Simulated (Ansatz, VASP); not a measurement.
# Re: VASP beside Ansatz

```
Re
1.0
     1.95713   -1.95208    0.00000
     1.95713    1.95208    0.00000
     0.00000    0.00000    7.84978
Re
4
Cartesian
  1.9571 -0.9760 0.9812
  1.9571 -0.9761 4.9060
  1.9571 0.9760 6.8686
  1.9571 0.9761 2.9437
```

Alike in both runs: functional PBE; k mesh 6 × 6 × 4; occupations gaussian, width 0.1 eV; no spin polarisation.

Ansatz relaxed the structure, and its values are those at the end. VASP's run is a single point on that final structure, the one shown.

```csv
,VASP,Ansatz
version,VASP 6.6.1,Ansatz 0.2.0
potentials or method,"VASP PAW PBE potentials, release 64 (Re), cutoff 520 eV","scalar-relativistic, plane waves, PAW"
valence electrons in the cell,28,60
```

|  | VASP | Ansatz | Ansatz less VASP |
| --- | --- | --- | --- |
| gap on the k mesh at the Fermi level (eV) | none | none | - |
| pressure (GPa) | -0.5 | 0.1 | +0.56 |

A gap of «none» marks a metal or a gap that the smearing closes. VASP's potentials hold 28 valence electrons a cell and Ansatz's 60, so a difference there can come from the potentials and not from the codes.

The k mesh is coarse, so the values compare programs but aren't converged. Neither program's run includes spin-orbit coupling.
